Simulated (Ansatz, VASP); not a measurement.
## MgCd2O3 in VASP and in Ansatz

Contents of INCAR:

```
SYSTEM = MgCd2O3
PREC = Accurate
ENCUT = 600
EDIFF = 1E-6
ISMEAR = 0
SIGMA = 0.15
LREAL = .False.
LASPH = .True.
NELM = 60
ALGO = Normal
ISIF = 3
LWAVE = .False.
LCHARG = .False.
GGA = PE
IBRION = 2
NSW = 36
EDIFFG = -0.08
```

KPOINTS

```
regular mesh
0
Gamma
  4 4 2
  0 0 0
```

File POSCAR:

```
MgCd2O3
1.0
    3.3359050000      0.0000000000      0.0000000000
   -1.6679525000      2.8889784800      0.0000000000
    0.0000000000      0.0000000000      8.1806655000
Mg Cd O
1 2 3
Direct
    0.0000000000      0.0000000000      0.0000000000
    0.6666666700      0.3333333300      0.3333000000
    0.3333333300      0.6666666700      0.6667000000
    0.6666666700      0.3333333300      0.8450000000
    0.3333333300      0.6666666700      0.1550000000
    0.0000000000      0.0000000000      0.5000000000
```

Input for Ansatz:

```yaml
crystal:
  lattice:
    - [3.335905, 0.0, 0.0]
    - [-1.6679525, 2.88897848, 0.0]
    - [0.0, 0.0, 8.1806655]
  atoms:
    - { symbol: Mg, position: [0.0, 0.0, 0.0] }
    - { symbol: Cd, position: [0.66666667, 0.33333333, 0.3333] }
    - { symbol: Cd, position: [0.33333333, 0.66666667, 0.6667] }
    - { symbol: O, position: [0.66666667, 0.33333333, 0.845] }
    - { symbol: O, position: [0.33333333, 0.66666667, 0.155] }
    - { symbol: O, position: [0.0, 0.0, 0.5] }
basis:
  ecutwfc: 420
kpoints:
  mp_grid: { grid: [4, 4, 2] }
hamiltonian:
  xc: pbe
scf:
  occupations: { method: gaussian, width: 0.15 }
  lower_state_search: "off"
output:
  forces: true
  stress: true
  eigenvalues: true
relax:
  adjacent_minimum: "off"
  f_tol: 0.08
  max_steps: 16
  cell: { stress_tol: 0.8 }
```

Alike in both runs: task relaxation of cell and atoms; functional PBE; k mesh 4 × 4 × 2; occupations gaussian, width 0.15 eV; no spin polarisation.

|  | VASP | Ansatz |
| --- | --- | --- |
| version | VASP 6.6.1 | Ansatz 0.2.0 |
| potentials or method | VASP PAW PBE potentials, release 64 (Mg, Cd, O), cutoff 600 eV | scalar-relativistic, plane waves, PAW |
| valence electrons in the cell | 44 | 68 |

|  | VASP | Ansatz | Ansatz less VASP |
| --- | --- | --- | --- |
| gap on the k mesh at the Fermi level, each at its own relaxed structure (eV) | 0.55 | 0.59 | +0.040 |
| relaxed volume (Å³/atom) | 12.33 | 12.24 | -0.091 |
| relaxed cell length with the largest relative difference (Å) | 3.249 | 3.237 | -0.0119 |

VASP's potentials hold 44 valence electrons a cell and Ansatz's 68, so a difference there can come from the potentials and not from the codes.

The k mesh is coarse, so the values compare programs but aren't converged.
